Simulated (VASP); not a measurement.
Input of a VASP 6.6.1 run:

File INCAR:

```
ALGO = Normal ; EDIFF = 1E-6
ENCUT = 520 ; GGA = PE
ISIF = 2 ; ISMEAR = 0
LASPH = True ; LCHARG = True
LELF = True ; LREAL = False
LVHAR = True ; LWAVE = False
NBANDS = 24 ; NELM = 80
PREC = Accurate ; SIGMA = 0.1
```

KPOINTS

```
k-points
0
Gamma
  6 6 8
```

Contents of POSCAR:

```
Sb5Se
1.0
    5.9470275498      0.0000000030      0.0000000000
   -2.9735137775      5.1502769336      0.0000000000
    0.0000000000      0.0000000000      5.2123938496
Sb Se
5 1
Direct
    0.3333333333      0.6666666667      0.5000000000
    0.0000000000      0.7005005390      0.0000000000
    0.7005005390      0.0000000000      0.0000000000
    0.2994994610      0.2994994610      0.0000000000
    0.6666666667      0.3333333333      0.5000000000
    0.0000000000      0.0000000000      0.5000000000
```

Potentials or basis: VASP PAW PBE potentials, release 64 (Sb, Se).

Run with:

```sh
$ cat potpaw_PBE.64/Sb/POTCAR potpaw_PBE.64/Se/POTCAR > POTCAR
$ mpirun -np 1 vasp_std > vasp.out
```

Q: Predict the pressure.

A: -0.2 GPa.

Q: What does it give for the band gap on the k mesh?

A: Zero (an odd number of electrons rules out a gap without spin polarisation).

Forces in eV/Å, atoms in the order of the input:
```
Sb   0.000  0.000  0.000
Sb   0.001 -0.002  0.000
Sb  -0.003  0.000  0.000
Sb   0.001  0.002  0.000
Sb   0.000  0.000  0.000
Se   0.000  0.000  0.000
```

Caveat: spin-orbit coupling is left out, which moves the levels of the heavy elements.
